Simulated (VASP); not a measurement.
Set up this calculation in VASP 6.6.1, as the native input.

| Item | Value |
| --- | --- |
| Task | single point |
| Functional | PBE |
| Potentials or basis | VASP PAW PBE potentials, release 64 (Ta_pv, W_sv, N) |
| Cutoff | 520 eV |
| k mesh | 6 × 6 × 6 |
| Occupations | gaussian, width 0.2 eV |
| Spin | no spin polarisation |
| Dipole correction | no |
| Further INCAR settings | ALGO = Normal; EDIFF = 1e-06; NBANDS = 38 |

The structure of TaW2N4 lies in POSCAR:

```
TaW2N4
1.0
    4.2518609882      0.0000000000      0.0000000000
    0.0000000000      4.2518609882      0.0000000000
   -2.1259304941     -2.1259304941      4.1795428233
Ta W N
1 2 4
Direct
    0.0000000000      0.0000000000      0.0000000000
    0.7500000000      0.2500000000      0.5000000000
    0.2500000000      0.7500000000      0.5000000000
    0.7394514041      0.7394514041      0.4789028082
    0.2605485959      0.2605485959      0.5210971918
    0.5000000000      0.0000000000      0.0000000000
    0.0000000000      0.5000000000      0.0000000000
```

One way to write it, as run:

INCAR

```
SYSTEM = TaW2N4
  ALGO = Normal
  EDIFF = 1E-6
  ENCUT = 520
  GGA = PE
  ISIF = 2
  ISMEAR = 0
  LASPH = .TRUE.
  LCHARG = .FALSE.
  LREAL = .FALSE.
  LWAVE = .FALSE.
  NBANDS = 38
  NELM = 100
  PREC = Accurate
  SIGMA = 0.2
```

KPOINTS

```
k-points
0
G
  6 6 6
  0 0 0
```

Potentials or basis: VASP PAW PBE potentials, release 64 (Ta_pv, W_sv, N).

The run is started by

```console
$ cat potpaw_PBE.64/Ta_pv/POTCAR potpaw_PBE.64/W_sv/POTCAR potpaw_PBE.64/N/POTCAR > POTCAR
$ mpirun -np 1 vasp_std > vasp.out
```

It gave:

```yaml
Pressure: 1.3 GPa
Largest_force: 0.050 eV/Å
Band_gap_on_the_k_mesh: zero (an odd number of electrons rules out a gap without spin polarisation)
```

Caveat: spin-orbit coupling is left out, which moves the levels of the heavy elements.

Run time: 60 s on 1 thread of AMD EPYC 9R45 96-Core Processor (Zen 5), on a shared host, peak memory 0.21 GiB.
